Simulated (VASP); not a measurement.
# Ge (Cmcm) in VASP: further runs, part 2 of 2

VASP 6.6.1. The steps go on from the part before.

## Step 3: Single point, PBEsol

INCAR

```
  PREC = Accurate
  ENCUT = 520
  EDIFF = 1E-6
  ISMEAR = -1
  SIGMA = 0.1
  LREAL = F
  LASPH = T
  NELM = 60
  ALGO = Normal
  ISIF = 2
  LWAVE = F
  LCHARG = T
  GGA = PS
  LELF = T
  LVHAR = T
  NBANDS = 21
```

KPOINTS

```
Automatic mesh
0
Gamma
  12 12 7
```

POSCAR

```
Ge
1.0
    1.4774301472     -2.6481668601      0.0000000000
    1.4774301472      2.6481668601      0.0000000000
    0.0000000000      0.0000000000      4.6859854663
Ge
2
Direct
    0.6526300581      0.3473699419      0.2500000000
    0.3473699419      0.6526300581      0.7500000000
```

Potentials or basis: VASP PAW PBE potentials, release 64 (Ge_d).

Launch:

```
> cat potpaw_PBE.64/Ge_d/POTCAR > POTCAR
> mpirun -np 1 vasp_std > vasp.out
```

OUTCAR:

```text
PREC = Accurate
   ENCUT = 520
   EDIFF = 1E-6
   ISMEAR = -1
   LREAL = F
   LASPH = T
   NELM = 60
   ISIF = 2
   GGA = PS

 ion  position               nearest neighbor table
   1  0.653  0.347  0.250-   2 2.85   2 2.85
   2  0.347  0.653  0.750-   1 2.85   1 2.85

  LATTYP: Found a base centered orthorhombic cell.
 ALAT       =     2.9548602944
 B/A-ratio  =     1.7924142574
 C/A-ratio  =     1.5858568594

  Lattice vectors:

 A1 = (   1.4774301472,  -2.6481668601,   0.0000000000)
 A2 = (   1.4774301472,   2.6481668601,   0.0000000000)
 A3 = (   0.0000000000,   0.0000000000,   4.6859854663)

Analysis of symmetry for initial positions (statically):
=====================================================================
 Subroutine PRICEL returns:
 Original cell was already a primitive cell.

 Routine SETGRP: Setting up the symmetry group for a
 base centered orthorhombic supercell.

 Subroutine GETGRP returns: Found  8 space group operations
 (whereof  4 operations were pure point group operations)
 out of a pool of  8 trial point group operations.

The static configuration has the point symmetry C_2h.
 The point group associated with its full space group is D_2h.

Analysis of symmetry for dynamics (positions and initial velocities):
=====================================================================
 Subroutine PRICEL returns:
 Original cell was already a primitive cell.

 Routine SETGRP: Setting up the symmetry group for a
 base centered orthorhombic supercell.

 Subroutine GETGRP returns: Found  8 space group operations
 (whereof  4 operations were pure point group operations)
 out of a pool of  8 trial point group operations.

The dynamic configuration has the point symmetry C_2h.
 The point group associated with its full space group is D_2h.

 Subroutine INISYM returns: Found  8 space group operations
 (whereof  4 operations are pure point group operations),
 and found     1 'primitive' translations

----------------------------------------------------------------------------------------

                                     Primitive cell

  volume of cell :      36.6677

  direct lattice vectors                    reciprocal lattice vectors
     1.477430147 -2.648166860  0.000000000     0.338425475 -0.188809855  0.000000000
     1.477430147  2.648166860  0.000000000     0.338425475  0.188809855  0.000000000
     0.000000000  0.000000000  4.685985466     0.000000000  0.000000000  0.213402284

  length of vectors
     3.032422721  3.032422721  4.685985466     0.387531887  0.387531887  0.213402284

  position of ions in fractional coordinates (direct lattice)
     0.652630058  0.347369942  0.250000000
     0.347369942  0.652630058  0.750000000

  ion indices of the primitive-cell ions
   primitive index   ion index
                 1           1
                 2           2

----------------------------------------------------------------------------------------

 KPOINTS: Automatic mesh

Automatic generation of k-mesh.
 Grid dimensions read from file:
 generate k-points for:   12   12    7

 Generating k-lattice:

  Cartesian coordinates                     Fractional coordinates (reciprocal lattice)
     0.028202123 -0.015734155  0.000000000     0.083333333  0.000000000  0.000000000
     0.028202123  0.015734155  0.000000000     0.000000000  0.083333333  0.000000000
     0.000000000  0.000000000  0.030486041     0.000000000  0.000000000  0.142857143

  Length of vectors
     0.032294324  0.032294324  0.030486041

  Shift w.r.t. Gamma in fractional coordinates (k-lattice)
     0.000000000  0.000000000  0.000000000

 Subroutine IBZKPT returns following result:
 ===========================================

 Found    172 irreducible k-points:

 Following reciprocal coordinates:
            Coordinates               Weight
  0.000000  0.000000  0.000000      1.000000
  0.083333  0.000000  0.000000      4.000000
  0.166667 -0.000000  0.000000      4.000000
  0.250000  0.000000  0.000000      4.000000
  0.333333  0.000000  0.000000      4.000000
  0.416667  0.000000  0.000000      4.000000
[... 16 lines left out ...]
  0.500000  0.166667  0.000000      4.000000
 -0.416667  0.166667  0.000000      4.000000
 [... further k-points ...]
   k-points           NKPTS =    172   k-points in BZ     NKDIM =    172   number of bands    NBANDS=     21
   number of dos      NEDOS =    301   number of ions     NIONS =      2
   total plane-waves  NPLWV =  20736
   dimension x,y,z NGX =    24 NGY =   24 NGZ =   36
   dimension x,y,z NGXF=    48 NGYF=   48 NGZF=   72
   ions per type =               2
   NGX,Y,Z   is equivalent  to a cutoff of  13.16, 13.16, 12.77 a.u.
   NGXF,Y,Z  is equivalent  to a cutoff of  26.31, 26.31, 25.54 a.u.
 SYSTEM =  unknown system
   PREC   = accura    normal or accurate (medium, high low for compatibility)
   ISTART =      0    job   : 0-new  1-cont  2-samecut
   ICHARG =      2    charge: 1-file 2-atom 10-const
   ISPIN  =      1    spin polarized calculation?
   LNONCOLLINEAR =      F non collinear calculations
   LSORBIT =      F    spin-orbit coupling
   LASPH  =      T    aspherical Exc in radial PAW
   ENCUT  =  520.0 eV  38.22 Ry    6.18 a.u.   5.64  5.64  8.71*2*pi/ulx,y,z
   NELM   =     60;   NELMIN=  2; NELMDL= -5     # of ELM steps
   EDIFF  = 0.1E-05   stopping-criterion for ELM
   LREAL  =      F    real-space projection
   EDIFFG = 0.1E-04   stopping-criterion for IOM
   NSW    =      0    number of steps for IOM
   IBRION =     -1    ionic relax: 0-MD 1-quasi-New 2-CG
   NFREE  =      0    steps in history (QN), initial steepest desc. (CG)
   ISIF   =      2    stress and relaxation
   ISYM   =      2    0-nonsym 1-usesym 2-fastsym
   POTIM  = 0.5000    time-step for ionic-motion
   TEBEG  =    0.0;   TEEND  =   0.0 temperature during run
   PSTRESS=    0.0 pullay stress
   NELECT =      28.0000    total number of electrons
   NUPDOWN=      -1.0000    fix difference up-down
   EMIN   =  10.00;   EMAX   =-10.00  energy-range for DOS
   EFERMI =   0.00;   METHOD = LEGACY
   ISMEAR =    -1;   SIGMA  =   0.10  broadening in eV -4-tet -1-fermi 0-gaus
   EFERMI_NEDOS =   21; number of points for ismear=-14 and -15
   IALGO  =     38    algorithm
   IMIX   =      4    mixing-type and parameters
     AMIX     =   0.40;   BMIX     =  1.00
     AMIX_MAG =   1.60;   BMIX_MAG =  1.00
  volume/ion in A,a.u.               =      18.33       123.72
  Fermi-wavevector in a.u.,A,eV,Ry     =   1.496350  2.827691 30.464293  2.239062
  Thomas-Fermi vector in A             =   2.608377
   LORBIT       =      0    0 simple, 1 ext, 2 COOP (PROOUT), +10 PAW based schemes
   GGA     = PS    functional components
   LHFCALC =     F    Hartree Fock is set to
   AEXX    =    0.0000 exact exchange contribution
   IVDW    =     0    specifies the selected vdW correction
   LEPSILON=     F    determine dielectric tensor
   LRPA    =     F    only Hartree local field effects (RPA)
 non-spin polarized calculation
  energy-cutoff  :      520.00
  volume of cell :       36.67
 maximum number of plane-waves:      1007
   NGX = 11   NGY = 11   NGZ = 17

 number of electron      28.0000018 magnetization

 Free energy of the ion-electron system (eV)
  ---------------------------------------------------
  ext. energy  EPLUGINS =         0.00000000
  ---------------------------------------------------
  free energy    TOTEN  =        -9.34097655 eV

  energy without entropy =       -9.31643722  energy(sigma->0) =       -9.32870689

 E-fermi :   6.9861     XC(G=0): -11.5821

 val. band max:        6.9756218085   @ k =   0.4167   0.0833   0.1429
 cond. band min:       6.9953288435   @ k =   0.3333   0.3333   0.0000
 fundamental gap:      0.0197070350
 Fermi energy:         6.9860702718

 k-point     1 :       0.0000    0.0000    0.0000
  band No.  band energies     occupation
      1     -17.7094      2.00000
      2     -17.7016      2.00000
      3     -17.6962      2.00000
      4     -17.6920      2.00000
      5     -17.6820      2.00000
      6     -17.6767      2.00000
[... 13 lines left out ...]
     20      19.6494      0.00000
     21      20.3658      0.00000
[... 529 lines left out ...]
 k-point    24 :      -0.4167    0.1667    0.0000
  band No.  band energies     occupation
      1     -17.7184      2.00000
      2     -17.7174      2.00000
      3     -17.6986      2.00000
      4     -17.6954      2.00000
      5     -17.6537      2.00000
      6     -17.6338      2.00000
[... 13 lines left out ...]
     20      17.8832      0.00000
     21      21.7847      0.00000

 [... further k-points ...]

------------------------ aborting loop because EDIFF is reached ----------------------------------------

  FORCE on cell =-STRESS in cart. coord.  units (eV):
  Direction    XX          YY          ZZ          XY          YZ          ZX
  --------------------------------------------------------------------------------------
  -------------------------------------------------------------------------------------
  Total        0.0093162      0.0112751      0.0104888      0.0000000      0.0000000      0.0000000
  in kB        0.4070692      0.4926605      0.4583041      0.0000000      0.0000000      0.0000000
  external PRESSURE =       0.4526779 kB  Pullay stress =       0.0000000 kB

 VOLUME and BASIS-vectors are now :
 -----------------------------------------------------------------------------
  energy-cutoff  :      520.00
  volume of cell :       36.67
      direct lattice vectors                 reciprocal lattice vectors
     1.477430147 -2.648166860  0.000000000     0.338425475 -0.188809855  0.000000000
     1.477430147  2.648166860  0.000000000     0.338425475  0.188809855  0.000000000
     0.000000000  0.000000000  4.685985466     0.000000000  0.000000000  0.213402284

 POSITION                                       TOTAL-FORCE (eV/Angst)
 -----------------------------------------------------------------------------------
      1.47743     -0.80838      1.17150         0.000000      0.000836     -0.000000
      1.47743      0.80838      3.51449         0.000000     -0.000836      0.000000
 -----------------------------------------------------------------------------------
    total drift:                                0.000000      0.000000      0.000000

  FREE ENERGIE OF THE ION-ELECTRON SYSTEM (eV)
  ---------------------------------------------------
  free  energy   TOTEN  =        -9.3409765518 eV

  energy  without entropy=       -9.3164372201  energy(sigma->0) =       -9.32870689
```

Run time: 74 s. Hardware: 1 thread of Intel Xeon 8259CL, shared host; peak memory 0.23 GiB.

Results:

* Free energy: -9.3410 eV
* Pressure: 0.0 GPa
* Band gap on the k mesh: zero (bands 14 and 15 overlap by 9.10 eV)

Levels at points of the mesh, in eV from the Fermi level:
```csv
k point,band 10,band 11,band 12,band 13,band 14,band 15,band 16,band 17,band 18,band 19
"(0.00, 0.00, 0.00)",-24.57,-13.45,-7.39,-5.57,5.73,6.89,8.34,8.59,10.16,10.76
"(0.50, 0.00, 0.00)",-24.57,-8.62,-7.04,-2.33,-1.15,-1.09,1.67,1.99,5.67,7.23
"(0.50, 0.50, 0.00)",-24.57,-8.65,-7.74,-2.21,-1.44,-0.84,0.64,2.75,6.71,7.62
```

Caveat: the PAW data sets were made with another functional, which shifts forces and pressure a little.
